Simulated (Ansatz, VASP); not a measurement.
SrO: VASP beside Ansatz

File POSCAR:

```
SrO
1.0
    0.0000000000      2.5663000000      2.5663000000
    2.5663000000      0.0000000000      2.5663000000
    2.5663000000      2.5663000000      0.0000000000
Sr O
1 1
Direct
    0.5000000000      0.5000000000      0.5000000000
    0.0000000000      0.0000000000      0.0000000000
```

The input INCAR.step1:

```
SYSTEM = SrO
  ALGO = Normal
  EDIFF = 1E-5
  ENCUT = 520
  GGA = PE
  ISIF = 2
  ISMEAR = 0
  LASPH = .TRUE.
  LREAL = .FALSE.
  LWAVE = .TRUE.
  NBANDS = 15
  NELM = 100
  PREC = Accurate
  SIGMA = 0.05
```

File INCAR.step2:

```
SYSTEM = SrO
  ALGO = Normal
  EDIFF = 1E-6
  ENCUT = 520
  GGA = PE
  HFSCREEN = 0.2079
  ISIF = 2
  ISMEAR = 0
  ISTART = 1
  IVDW = 12
  LASPH = .TRUE.
  LCHARG = .TRUE.
  LELF = .TRUE.
  LHFCALC = .TRUE.
  LREAL = .FALSE.
  LVHAR = .TRUE.
  LWAVE = .FALSE.
  NBANDS = 15
  NELM = 100
  PREC = Accurate
  PRECFOCK = Normal
  SIGMA = 0.05
  VDW_A1 = 0.383
  VDW_A2 = 5.685
  VDW_S6 = 1.0
  VDW_S8 = 2.31
```

The input KPOINTS:

```
k-points
0
G
  5 5 5
  0 0 0
```

File input.yaml:

```yaml
crystal:
  lattice:
    - [0.0, 2.5663, 2.5663]
    - [2.5663, 0.0, 2.5663]
    - [2.5663, 2.5663, 0.0]
  atoms:
    - { symbol: Sr, position: [0.5, 0.5, 0.5] }
    - { symbol: O, position: [0.0, 0.0, 0.0] }
hamiltonian:
  xc: hse06
  pseudopotentials: { kind: paw }
  dispersion: d3bj
kpoints:
  mp_grid: { grid: [5, 5, 5] }
scf:
  occupations: { method: gaussian, width: 0.05 }
output:
  forces: true
  stress: true
  eigenvalues: true
```

Alike in both runs: task single point; functional HSE06; dispersion D3(BJ); k mesh 5 × 5 × 5; occupations gaussian, width 0.05 eV; no spin polarisation.

```csv
,VASP,Ansatz
version,VASP 6.6.1,Ansatz 0.2.0
potentials or method,"VASP PAW PBE potentials, release 64 (Sr_sv, O)",Ansatz PAW
plane-wave cutoff (eV),520,420
valence electrons in the cell,16,16
```

Ansatz gave:

| Quantity | Value |
| --- | --- |
| gap on the k mesh at the Fermi level (eV) | 4.99 |
| least direct gap on the mesh (eV) | 5.09 |
| pressure (GPa) | -2.4 |

Problem. What did VASP give for the same quantities?

Solution. gap on the k mesh at the Fermi level (eV): 4.94; least direct gap on the mesh (eV): 5.06; pressure (GPa): -1.9.

The k mesh is coarse, so the values compare programs but aren't converged. Noted on Ansatz's run: odd divisions of the mesh miss points on the zone boundary, where band edges often lie, so the gap on the mesh can be too wide.
